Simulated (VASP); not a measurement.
# KI (I4mm) in VASP: further runs

The runs below take KI through single point, with r2SCAN.

Program: VASP 6.6.1. These are calculated values, not measurements. Logs are shortened: lines on timing, memory, paths and dates and some standing lists are left out, and cuts for length are marked.

### Step 1. The cell of the first run

Symmetry: I4mm, No. 107, tetragonal system. The conventional cell has a = 4.984 Å, b = 4.984 Å, c = 7.049 Å, α = 90.00°, β = 90.00°, γ = 90.00°. Within 4.5 Å of K (site symmetry 4mm) lie 6 I at 3.42 to 3.62 Å. Within 4.5 Å of I (site symmetry 4mm) lie 6 K at 3.42 to 3.62 Å.

### Step 2. Single point, r2SCAN

The input, POSCAR:

```
KI
1.0
    0.0000000000      3.5245500000      3.5245500000
    3.5245500000      0.0000000000      3.5245500000
    3.5245500000      3.5245500000      0.0000000000
K I
1 1
Direct
    0.0000000000      0.0000000000      0.0000000000
    0.5141862082      0.5141862082      0.4858137918
```

The input, INCAR.step1:

```
ALGO = Normal
EDIFF = 1E-4
ENCUT = 520
GGA = PE
ISMEAR = 0
LASPH = True
LCHARG = False
LREAL = False
LWAVE = True
NBANDS = 15
NELM = 100
PREC = Accurate
SIGMA = 0.05
```

The input, INCAR.step2:

```
ALGO = Normal
EDIFF = 1E-6
ENCUT = 520
ISIF = 2
ISMEAR = 0
ISTART = 1
LASPH = True
LCHARG = False
LMIXTAU = True
LREAL = False
LWAVE = False
METAGGA = R2SCAN
NBANDS = 15
NELM = 100
PREC = Accurate
SIGMA = 0.05
```

The input, KPOINTS:

```
k-points
0
Gamma
  6 6 6
```

Potentials or basis: VASP PAW PBE potentials, release 64 (K_sv, I).

On the command line:

```bash
cat potpaw_PBE.64/K_sv/POTCAR potpaw_PBE.64/I/POTCAR > POTCAR
cp INCAR.step1 INCAR
mpirun -np 1 vasp_std > vasp.out
cp INCAR.step2 INCAR
mpirun -np 1 vasp_std > vasp.out
```

OUTCAR:

```text
EDIFF = 1E-6
   ENCUT = 520
   ISIF = 2
   ISMEAR = 0
   ISTART = 1
   LASPH = True
   LREAL = False
   METAGGA = R2SCAN
   NELM = 100
   PREC = Accurate

 ion  position               nearest neighbor table
   1  0.000  0.000  0.000-   2 3.42   2 3.53   2 3.53   2 3.53   2 3.53   2 3.62
   2  0.514  0.514  0.486-   1 3.42   1 3.53   1 3.53   1 3.53   1 3.53   1 3.62

  LATTYP: Found a face centered cubic cell.
 ALAT       =     7.0491000000

  Lattice vectors:

 A1 = (   0.0000000000,   3.5245500000,   3.5245500000)
 A2 = (   3.5245500000,   0.0000000000,   3.5245500000)
 A3 = (   3.5245500000,   3.5245500000,   0.0000000000)

Analysis of symmetry for initial positions (statically):
=====================================================================
 Subroutine PRICEL returns:
 Original cell was already a primitive cell.

 Routine SETGRP: Setting up the symmetry group for a
 face centered cubic supercell.

 Subroutine GETGRP returns: Found  8 space group operations
 (whereof  8 operations were pure point group operations)
 out of a pool of 48 trial point group operations.

The static configuration has the point symmetry C_4v.

Analysis of symmetry for dynamics (positions and initial velocities):
=====================================================================
 Subroutine PRICEL returns:
 Original cell was already a primitive cell.

 Routine SETGRP: Setting up the symmetry group for a
 face centered cubic supercell.

 Subroutine GETGRP returns: Found  8 space group operations
 (whereof  8 operations were pure point group operations)
 out of a pool of 48 trial point group operations.

The dynamic configuration has the point symmetry C_4v.

 Subroutine INISYM returns: Found  8 space group operations
 (whereof  8 operations are pure point group operations),
 and found     1 'primitive' translations

----------------------------------------------------------------------------------------

                                     Primitive cell

  volume of cell :      87.5671

  direct lattice vectors                    reciprocal lattice vectors
     0.000000000  3.524550000  3.524550000    -0.141862082  0.141862082  0.141862082
     3.524550000  0.000000000  3.524550000     0.141862082 -0.141862082  0.141862082
     3.524550000  3.524550000  0.000000000     0.141862082  0.141862082 -0.141862082

  length of vectors
     4.984466411  4.984466411  4.984466411     0.245712333  0.245712333  0.245712333

  position of ions in fractional coordinates (direct lattice)
     0.000000000  0.000000000  0.000000000
     0.514186208  0.514186208  0.485813792

  ion indices of the primitive-cell ions
   primitive index   ion index
                 1           1
                 2           2

----------------------------------------------------------------------------------------

 KPOINTS: k-points

Automatic generation of k-mesh.
 Grid dimensions read from file:
 generate k-points for:    6    6    6

 Generating k-lattice:

  Cartesian coordinates                     Fractional coordinates (reciprocal lattice)
    -0.023643680  0.023643680  0.023643680     0.166666667  0.000000000  0.000000000
     0.023643680 -0.023643680  0.023643680     0.000000000  0.166666667  0.000000000
     0.023643680  0.023643680 -0.023643680     0.000000000  0.000000000  0.166666667

  Length of vectors
     0.040952056  0.040952056  0.040952056

  Shift w.r.t. Gamma in fractional coordinates (k-lattice)
     0.000000000  0.000000000  0.000000000

 Subroutine IBZKPT returns following result:
 ===========================================

 Found     30 irreducible k-points:

 Following reciprocal coordinates:
            Coordinates               Weight
  0.000000  0.000000  0.000000      1.000000
  0.166667  0.000000  0.000000      8.000000
  0.333333  0.000000  0.000000      8.000000
  0.500000  0.000000  0.000000      4.000000
  0.166667  0.166667  0.000000      2.000000
  0.000000  0.166667  0.166667      4.000000
[... 16 lines left out ...]
  0.500000  0.333333  0.166667      8.000000
  0.166667  0.500000  0.333333      8.000000
 [... further k-points ...]
   k-points           NKPTS =     30   k-points in BZ     NKDIM =     30   number of bands    NBANDS=     15
   number of dos      NEDOS =    301   number of ions     NIONS =      2
   total plane-waves  NPLWV =  64000
   dimension x,y,z NGX =    40 NGY =   40 NGZ =   40
   dimension x,y,z NGXF=    80 NGYF=   80 NGZF=   80
   ions per type =               1   1
   NGX,Y,Z   is equivalent  to a cutoff of  13.34, 13.34, 13.34 a.u.
   NGXF,Y,Z  is equivalent  to a cutoff of  26.68, 26.68, 26.68 a.u.
 SYSTEM =  unknown system
   PREC   = accura    normal or accurate (medium, high low for compatibility)
   ISTART =      1    job   : 0-new  1-cont  2-samecut
   ICHARG =      0    charge: 1-file 2-atom 10-const
   ISPIN  =      1    spin polarized calculation?
   LNONCOLLINEAR =      F non collinear calculations
   LSORBIT =      F    spin-orbit coupling
   LASPH  =      T    aspherical Exc in radial PAW
   ENCUT  =  520.0 eV  38.22 Ry    6.18 a.u.   9.27  9.27  9.27*2*pi/ulx,y,z
   NELM   =    100;   NELMIN=  2; NELMDL=  0     # of ELM steps
   EDIFF  = 0.1E-05   stopping-criterion for ELM
   LREAL  =      F    real-space projection
   EDIFFG = 0.1E-04   stopping-criterion for IOM
   NSW    =      0    number of steps for IOM
   IBRION =     -1    ionic relax: 0-MD 1-quasi-New 2-CG
   NFREE  =      0    steps in history (QN), initial steepest desc. (CG)
   ISIF   =      2    stress and relaxation
   ISYM   =      2    0-nonsym 1-usesym 2-fastsym
   POTIM  = 0.5000    time-step for ionic-motion
   TEBEG  =    0.0;   TEEND  =   0.0 temperature during run
   PSTRESS=    0.0 pullay stress
   NELECT =      16.0000    total number of electrons
   NUPDOWN=      -1.0000    fix difference up-down
   EMIN   =  10.00;   EMAX   =-10.00  energy-range for DOS
   EFERMI =   0.00;   METHOD = LEGACY
   ISMEAR =     0;   SIGMA  =   0.05  broadening in eV -4-tet -1-fermi 0-gaus
   EFERMI_NEDOS =   21; number of points for ismear=-14 and -15
   IALGO  =     38    algorithm
   IMIX   =      4    mixing-type and parameters
     AMIX     =   0.40;   BMIX     =  1.00
     AMIX_MAG =   1.60;   BMIX_MAG =  1.00
  volume/ion in A,a.u.               =      43.78       295.47
  Fermi-wavevector in a.u.,A,eV,Ry     =   0.928969  1.755497 11.741598  0.862983
  Thomas-Fermi vector in A             =   2.055202
   LORBIT       =      0    0 simple, 1 ext, 2 COOP (PROOUT), +10 PAW based schemes
   METAGGA = R2SCAN    functional components
   LHFCALC =     F    Hartree Fock is set to
   AEXX    =    0.0000 exact exchange contribution
   IVDW    =     0    specifies the selected vdW correction
   LEPSILON=     F    determine dielectric tensor
   LRPA    =     F    only Hartree local field effects (RPA)
 non-spin polarized calculation
 Gauss-broadening in eV      SIGMA  =   0.05
  energy-cutoff  :      520.00
  volume of cell :       87.57
 maximum number of plane-waves:      2397
 NGX is ok and might be reduce to    40
   NGX = 19   NGY = 19   NGZ = 19

 number of electron      15.9999999 magnetization

 Free energy of the ion-electron system (eV)
  ---------------------------------------------------
  ext. energy  EPLUGINS =         0.00000000
  ---------------------------------------------------
  free energy    TOTEN  =       -33.97671202 eV

  energy without entropy =      -33.97671202  energy(sigma->0) =      -33.97671202

 E-fermi :  -0.4572     XC(G=0):  -7.5458

 val. band max:       -0.7212409766   @ k =   0.0000   0.0000   0.0000
 cond. band min:       3.9071109739   @ k =   0.0000   0.0000   0.0000
 fundamental gap:      4.6283519505
 Fermi energy:        -0.4571840296

 k-point     1 :       0.0000    0.0000    0.0000
  band No.  band energies     occupation
      1     -30.3633      2.00000
      2     -13.0823      2.00000
      3     -13.0796      2.00000
      4     -13.0796      2.00000
      5     -11.5416      2.00000
      6      -0.7216      2.00000
      7      -0.7212      2.00000
      8      -0.7212      2.00000
      9       3.9071      0.00000
     10       6.3313      0.00000
     11       6.3333      0.00000
     12       6.3333      0.00000
     13       7.1848      0.00000
     14       7.1988      0.00000
     15       9.5449      0.00000

 k-point     2 :       0.1667    0.0000    0.0000
  band No.  band energies     occupation
      1     -30.3628      2.00000
      2     -13.1245      2.00000
      3     -13.0811      2.00000
      4     -13.0801      2.00000
      5     -11.4630      2.00000
      6      -1.1333      2.00000
      7      -0.8119      2.00000
      8      -0.8115      2.00000
      9       4.5228      0.00000
     10       6.2234      0.00000
     11       6.6348      0.00000
     12       6.6358      0.00000
     13       7.5201      0.00000
     14       7.5372      0.00000
     15      10.4976      0.00000

 k-point     3 :       0.3333    0.0000    0.0000
  band No.  band energies     occupation
      1     -30.3618      2.00000
      2     -13.2016      2.00000
      3     -13.0821      2.00000
      4     -13.0811      2.00000
      5     -11.3132      2.00000
      6      -1.7809      2.00000
      7      -0.9807      2.00000
      8      -0.9802      2.00000
      9       5.1893      0.00000
     10       6.9144      0.00000
     11       7.3748      0.00000
     12       7.3765      0.00000
     13       8.3944      0.00000
     14       8.4167      0.00000
     15       9.8188      0.00000
[... 343 lines left out ...]
 k-point    23 :       0.5000    0.3333    0.1667
  band No.  band energies     occupation
      1     -30.3611      2.00000
      2     -13.1726      2.00000
      3     -13.0996      2.00000
      4     -13.0891      2.00000
      5     -11.3182      2.00000
      6      -1.7228      2.00000
      7      -1.2010      2.00000
      8      -1.1017      2.00000
      9       5.6406      0.00000
     10       6.2362      0.00000
     11       7.1920      0.00000
     12       8.3937      0.00000
     13       8.4819      0.00000
     14       8.8495      0.00000
     15      10.1120      0.00000

 k-point    24 :       0.1667    0.5000    0.3333
  band No.  band energies     occupation
      1     -30.3611      2.00000
      2     -13.1715      2.00000
      3     -13.0995      2.00000
      4     -13.0897      2.00000
      5     -11.3188      2.00000
      6      -1.7238      2.00000
      7      -1.2026      2.00000
      8      -1.1020      2.00000
      9       5.6463      0.00000
     10       6.2419      0.00000
     11       7.1914      0.00000
     12       8.3918      0.00000
     13       8.4788      0.00000
     14       8.8588      0.00000
     15      10.0686      0.00000

 [... further k-points ...]
[... 5 lines left out ...]
  --------------------------------------------------------------------------------------
  -------------------------------------------------------------------------------------
  Total        0.1240555      0.1240555      0.2155438      0.0000000      0.0000000      0.0000000
  in kB        2.2697902      2.2697902      3.9437119      0.0000000      0.0000000      0.0000000
  external PRESSURE =       2.8277641 kB  Pullay stress =       0.0000000 kB

 VOLUME and BASIS-vectors are now :
 -----------------------------------------------------------------------------
  energy-cutoff  :      520.00
  volume of cell :       87.57
      direct lattice vectors                 reciprocal lattice vectors
     0.000000000  3.524550000  3.524550000    -0.141862082  0.141862082  0.141862082
     3.524550000  0.000000000  3.524550000     0.141862082 -0.141862082  0.141862082
     3.524550000  3.524550000  0.000000000     0.141862082  0.141862082 -0.141862082

 POSITION                                       TOTAL-FORCE (eV/Angst)
 -----------------------------------------------------------------------------------
      0.00000      0.00000      0.00000         0.000000      0.000000      0.126162
      3.52455      3.52455      3.62455         0.000000      0.000000     -0.126162
 -----------------------------------------------------------------------------------
    total drift:                                0.000000      0.000000     -0.000275

  FREE ENERGIE OF THE ION-ELECTRON SYSTEM (eV)
  ---------------------------------------------------
  free  energy   TOTEN  =       -33.9767120173 eV

  energy  without entropy=      -33.9767120173  energy(sigma->0) =      -33.97671202
```

Wall time 4.7 min (1 thread of Intel Xeon 8259CL, shared host); peak memory 0.27 GiB.

Results:

| Item | Value |
| --- | --- |
| Free energy | -33.9767 eV |
| Pressure | 0.3 GPa |
| Largest force | 0.126 eV/Å |
| Band gap on the k mesh | 4.63 eV |

Forces on the atoms (eV/Å):
```
K    0.000  0.000  0.126
I    0.000  0.000 -0.126
```

Caveat: the cell differs from its parent crystal (all I atoms moved -0.100 Å, as atom 2 towards its neighbour atom 1 (K) at 3.525 Å); the PAW data sets were made with another functional, which shifts forces and pressure a little; spin-orbit coupling is left out, which moves the levels of the heavy elements.

### Step 3. Single point, r2SCAN

Changes to POSCAR since step 2:

```diff
@@ -9,2 +9,2 @@
     0.0000000000      0.0000000000      0.0000000000
-    0.5141862082      0.5141862082      0.4858137918
+    0.4929068959      0.4929068959      0.5070931041
```

The input, INCAR.step1:

```
SYSTEM = KI
PREC     = Accurate       ! precision mode
ENCUT    = 520            ! plane-wave cutoff, eV
ISMEAR   = 0              ! smearing method
SIGMA    = 0.05           ! smearing width, eV
LREAL    = .False.        ! projectors in reciprocal space
LASPH    = .True.         ! aspherical terms in the spheres
NELM     = 60             ! most SCF steps
NBANDS   = 15             ! bands
GGA      = PE             ! functional
ALGO     = Normal         ! electronic algorithm
EDIFF    = 1E-4           ! SCF threshold, eV
LWAVE    = .True.         ! write WAVECAR
LCHARG   = .False.        ! write CHGCAR
```

The input, INCAR.step2:

```
SYSTEM = KI
PREC     = Accurate       ! precision mode
ENCUT    = 520            ! plane-wave cutoff, eV
EDIFF    = 1E-6           ! SCF threshold, eV
ISMEAR   = 0              ! smearing method
SIGMA    = 0.05           ! smearing width, eV
LREAL    = .False.        ! projectors in reciprocal space
LASPH    = .True.         ! aspherical terms in the spheres
NELM     = 60             ! most SCF steps
ALGO     = Normal         ! electronic algorithm
ISIF     = 2              ! what is computed and relaxed
LWAVE    = .False.        ! write WAVECAR
LCHARG   = .True.         ! write CHGCAR
METAGGA  = R2SCAN         ! meta-GGA
LMIXTAU  = .True.       
LELF     = .True.         ! ELF
LVHAR    = .True.       
NBANDS   = 15             ! bands
ISTART   = 1
```

The input, KPOINTS:

```
regular mesh
0
Gamma
  6 6 6
  0 0 0
```

Potentials or basis: VASP PAW PBE potentials, release 64 (K_sv, I).

On the command line:

```bash
cat potpaw_PBE.64/K_sv/POTCAR potpaw_PBE.64/I/POTCAR > POTCAR
cp INCAR.step1 INCAR
mpirun -np 1 vasp_std > vasp.out
cp INCAR.step2 INCAR
mpirun -np 1 vasp_std > vasp.out
```

Wall time 4.9 min (1 thread of Intel Xeon 8259CL, shared host); peak memory 0.27 GiB.

The run converged. Its results:

* Free energy: -33.9814 eV
* Pressure: 0.2 GPa
* Largest force: 0.062 eV/Å
* Band gap on the k mesh: 4.63 eV

Forces on the atoms (eV/Å):
```
K    0.000  0.000 -0.062
I    0.000  0.000  0.062
```

Levels at points of the mesh, in eV from the valence-band top:
```
           k point  band 6  band 7  band 8  band 9  band 10  band 11
(0.00, 0.00, 0.00)    0.00    0.00    0.00    4.63     7.05     7.05
(0.50, 0.00, 0.00)   -1.33   -0.34   -0.34    6.03     8.35     8.78
(0.50, 0.50, 0.00)   -1.03   -0.38   -0.38    5.36     6.51     8.84
(0.00, 0.50, 0.50)   -1.03   -0.38   -0.38    5.36     6.51     8.84
```

Caveat: the cell differs from its parent crystal (all I atoms moved +0.050 Å, as atom 2 towards its neighbour atom 1 (K) at 3.525 Å); the PAW data sets were made with another functional, which shifts forces and pressure a little; spin-orbit coupling is left out, which moves the levels of the heavy elements.

### Step 4. Single point, r2SCAN

Changes to POSCAR since step 3:

```diff
@@ -9,2 +9,2 @@
     0.0000000000      0.0000000000      0.0000000000
-    0.4929068959      0.4929068959      0.5070931041
+    0.4822672398      0.4822672398      0.5177327602
```

The input, INCAR.step1:

```
ALGO     = Normal         # electronic algorithm
EDIFF    = 1E-4           # SCF threshold, eV
ENCUT    = 520            # plane-wave cutoff, eV
GGA      = PE             # functional
ISMEAR   = 0              # smearing method
LASPH    = T              # aspherical terms in the spheres
LCHARG   = F              # write CHGCAR
LREAL    = F              # projectors in reciprocal space
LWAVE    = T              # write WAVECAR
NBANDS   = 15             # bands
NELM     = 80             # most SCF steps
PREC     = Accurate       # precision mode
SIGMA    = 0.05           # smearing width, eV
```

The input, INCAR.step2:

```
ALGO     = Normal         # electronic algorithm
EDIFF    = 1E-6           # SCF threshold, eV
ENCUT    = 520            # plane-wave cutoff, eV
ISIF     = 2              # what is computed and relaxed
ISMEAR   = 0              # smearing method
ISTART   = 1            
LASPH    = T              # aspherical terms in the spheres
LCHARG   = F              # write CHGCAR
LMIXTAU  = T            
LREAL    = F              # projectors in reciprocal space
LWAVE    = F              # write WAVECAR
METAGGA  = R2SCAN         # meta-GGA
NBANDS   = 15             # bands
NELM     = 80             # most SCF steps
PREC     = Accurate       # precision mode
SIGMA    = 0.05           # smearing width, eV
```

The input, KPOINTS:

```
k-points
0
Gamma
  6 6 6
```

On the command line:

```bash
cat potpaw_PBE.64/K_sv/POTCAR potpaw_PBE.64/I/POTCAR > POTCAR
cp INCAR.step1 INCAR
mpirun -np 1 vasp_std > vasp.out
cp INCAR.step2 INCAR
mpirun -np 1 vasp_std > vasp.out
```

Wall time 4.9 min (1 thread of Intel Xeon 8259CL, shared host); peak memory 0.27 GiB.

It converged, with:

- Free energy: -33.9731 eV
- Pressure: 0.3 GPa
- Largest force: 0.160 eV/Å
- Band gap on the k mesh: 4.63 eV

Forces in eV/Å, atoms in the order of the input:
```
K    0.000  0.000 -0.160
I    0.000  0.000  0.160
```

Stress tensor (GPa, compression positive):
```
0.22 0.00 0.00
0.00 0.22 0.00
0.00 0.00 0.48
```

Levels at points of the mesh, in eV from the valence-band top:
```
           k point  band 5  band 6  band 7  band 8  band 9  band 10  band 11  band 12
(0.00, 0.00, 0.00)  -10.82    0.00    0.00    0.00    4.63     7.06     7.06     7.06
(0.50, 0.00, 0.00)  -10.52   -1.33   -0.34   -0.34    6.03     8.32     8.77     8.80
(0.50, 0.50, 0.00)  -10.66   -1.02   -0.37   -0.37    5.37     6.52     8.86     9.18
(0.00, 0.50, 0.50)  -10.66   -1.03   -0.38   -0.37    5.38     6.51     8.85     9.49
```

Caveat: the cell differs from its parent crystal (all I atoms moved +0.125 Å, as atom 2 towards its neighbour atom 1 (K) at 3.525 Å); the PAW data sets were made with another functional, which shifts forces and pressure a little; spin-orbit coupling is left out, which moves the levels of the heavy elements.

(Continued in part 2 of 2.)
